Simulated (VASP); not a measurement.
Runs of VASP 6.6.1 on Ge. The structure is that of space group Fd-3m (No. 227), or close to it. The cells are those of the table. 

| task | cell | k mesh | cutoff (eV) | smearing | gap on the mesh (eV) | pressure (GPa) |
| --- | --- | --- | --- | --- | --- | --- |
| single point | a = 4.011 Å, angles 60.0°, 2 atoms | 10 × 10 × 10 | 520 | gaussian 0.02 eV | 0.33 | 0.1 |
| relaxation of cell and atoms | relaxed from a = 4.001 Å, angles 60.0°, 2 atoms | 10 × 10 × 10 | 600 | gaussian 0.02 eV | (a) | 0.0 |
| single point | a = 4.011 Å, angles 60.0°, 2 atoms | 10 × 10 × 10 | 520 | gaussian 0.01 eV | 0.33 | 0.1 |
| single point | a = 4.001 Å, angles 60.0°, 2 atoms | 6 × 6 × 6 | 520 | gaussian 0.1 eV | 0.40 | 0.6 |

Alike in all rows: level r2SCAN; potentials or basis VASP PAW PBE potentials, release 64 (Ge_d); no spin polarisation.

Question: Estimate the missing entries.

Answer: (a) 0.31.

Caveats: semilocal functionals underestimate gaps, and a narrow one can read as zero; the PAW data sets were made with another functional, which shifts forces and pressure a little.

A k mesh can miss the band edges, and the runs leave out spin-orbit coupling on Ge.
